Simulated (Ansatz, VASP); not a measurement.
## InO in VASP and in Ansatz

The input INCAR:

```
ALGO = Normal
EDIFF = 1E-6
ENCUT = 520
GGA = CA
ISIF = 2
ISMEAR = 0
LASPH = True
LCHARG = True
LELF = True
LREAL = False
LVHAR = True
LWAVE = False
NBANDS = 27
NELM = 100
PREC = Accurate
SIGMA = 0.03
```

File KPOINTS:

```
k-points
0
Gamma
  12 12 2
```

The input POSCAR:

```
InO
1.0
    3.5399541463      0.0000000000      0.0000000000
   -1.7699770732      3.0656902189      0.0000000000
    0.0000000000      0.0000000000     16.6709550000
In O
2 2
Direct
    0.6666666667      0.3333333333      0.5900210000
    0.6666666667      0.3333333333      0.4099790000
    0.0000000000      0.0000000000      0.6398670000
    0.0000000000      0.0000000000      0.3601330000
```

Input for Ansatz:

```yaml
crystal:
  lattice:
    - [3.5399541463, 0.0, 0.0]
    - [-1.7699770732, 3.0656902189, 0.0]
    - [0.0, 0.0, 16.670955]
  atoms:
    - { symbol: In, position: [0.6666666667, 0.3333333333, 0.590021] }
    - { symbol: In, position: [0.6666666667, 0.3333333333, 0.409979] }
    - { symbol: O, position: [0.0, 0.0, 0.639867] }
    - { symbol: O, position: [0.0, 0.0, 0.360133] }
basis:
  ecutwfc: 420
kpoints:
  mp_grid: { grid: [12, 12, 2] }
hamiltonian:
  xc: lda
scf:
  occupations: { method: gaussian, width: 0.03 }
output:
  forces: true
  stress: true
  eigenvalues: true
  write_density: true
  write_potential: true
  elf: true
  volumetric_format: npy
```

Change from the starting cell: strain +0.025 along x and y, +0.050 along z, atoms carried along.

Alike in both runs: task single point; functional LDA; k mesh 12 × 12 × 2; occupations gaussian, width 0.03 eV; no spin polarisation.

|  | VASP | Ansatz |
| --- | --- | --- |
| version | VASP 6.6.1 | Ansatz 0.2.0 |
| potentials or method | VASP PAW LDA potentials, release 64 (In_d, O), cutoff 520 eV | scalar-relativistic, plane waves, PAW |
| valence electrons in the cell | 38 | 38 |

|  | VASP | Ansatz | Ansatz less VASP |
| --- | --- | --- | --- |
| gap on the k mesh at the Fermi level (eV) | 0.15 | 0.16 | +0.007 |
| least direct gap on the mesh (eV) | 0.77 | 0.77 | -0.002 |
| rms of the force components (eV/Å) | 0.497 | 0.510 | +0.0134 |

LDA's correlation is that of Perdew and Zunger in VASP and of Perdew and Wang (1992) in Ansatz. Atom by atom the forces differ by 0.014 eV/Å (rms over components). Ansatz's warnings: xc potential rough in thin density.
